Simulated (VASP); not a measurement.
Runs of VASP 6.6.1 on TaN. The structure is that of space group Fm-3m (No. 225), or close to it. The cells are those of the table. 

```tsv
cell	gap on the mesh (eV)	pressure (GPa)
a = 3.001, b = 3.001, c = 4.244 Å, 4 atoms	none	41.5
a = 3.094, b = 3.094, c = 4.507 Å, 4 atoms	none	(b)
a = 3.140, b = 3.140, c = 4.441 Å, 4 atoms	none	(d)
a = 3.187, b = 3.187, c = 4.507 Å, 4 atoms	none	-25.4
a = 3.233, b = 3.233, c = 4.573 Å, 4 atoms	none	-34.6
a = 3.094, b = 3.094, c = 4.244 Å, 4 atoms	none	13.6
a = 3.094, b = 3.094, c = 4.310 Å, 4 atoms	none	6.8
a = 3.048, b = 3.048, c = 4.310 Å, 4 atoms	none	(c)
a = 3.094, b = 3.094, c = 4.573 Å, 4 atoms	none	-11.9
a = 3.094, b = 3.094, c = 4.376 Å, 4 atoms	none	1.0
a = 2.955, b = 2.955, c = 4.179 Å, 4 atoms	none	68.9
a = 3.094, b = 3.094, c = 4.441 Å, 4 atoms	none	(a)
```

Alike in all rows: task single point; level PBEsol; potentials or basis VASP PAW PBE potentials, release 64 (Ta_pv, N); no spin polarisation; k mesh 16 × 16 × 12; cutoff (eV) 520; smearing gaussian 0.1 eV.

**Question.** Fill in the values left out.

**Answer.** (a) -4.1; (b) -8.3; (c) 19.2; (d) -13.7.

Caveats: the PAW data sets were made with another functional, which shifts forces and pressure a little; spin-orbit coupling is left out, which moves the levels of the heavy elements; the cell stands under pressure (at least some runs); the cell stands under tension (at least some runs); the stress differs along the axes, from -17 to -4 GPa (at least some runs); the stress differs along the axes, from 6 to 29 GPa (at least some runs); the stress differs along the axes, from 4 to 13 GPa (at least some runs).

A k mesh can miss the band edges, and the runs leave out spin-orbit coupling on Ta.

A gap of «none» marks levels without a gap at the run's occupations.
